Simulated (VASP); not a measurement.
# Mg: single point with PBEsol

Crystal: Mg.

```
Mg
1.0
     3.03981    0.00000    0.00000
    -1.51990    2.63255    0.00000
     0.00000    0.00000    5.06181
Mg
2
Direct
  0.66667 0.33333 0.75000
  0.33333 0.66667 0.25000
```

```json
{
 "Program": "VASP 6.6.1",
 "Task": "single point",
 "Functional": "PBEsol",
 "Potentials or basis": "VASP PAW PBE potentials, release 64 (Mg)",
 "Cutoff": "520 eV",
 "k mesh": "10 × 10 × 5",
 "Occupations": "fermi-dirac, width 0.05 eV",
 "Spin": "no spin polarisation"
}
```

```yaml
Pressure: 5.0 GPa
Band_gap_on_the_k_mesh: zero (bands 2 and 3 overlap by 2.00 eV)
```

Levels at points of the mesh, in eV from the Fermi level:
| k point | band 1 | band 2 | band 3 | band 4 | band 5 |
| --- | --- | --- | --- | --- | --- |
| (0.00, 0.00, 0.00) | -7.54 | -2.10 | -1.53 | 11.90 | 11.90 |
| (0.50, 0.00, 0.00) | -2.36 | -2.20 | 2.75 | 2.94 | 3.42 |

Run time: 12 s on 1 thread of Intel Xeon 8259CL, with other jobs on the host, peak memory 0.16 GiB.

Caveat: the cell stands under pressure; the PAW data sets were made with another functional, which shifts forces and pressure a little.
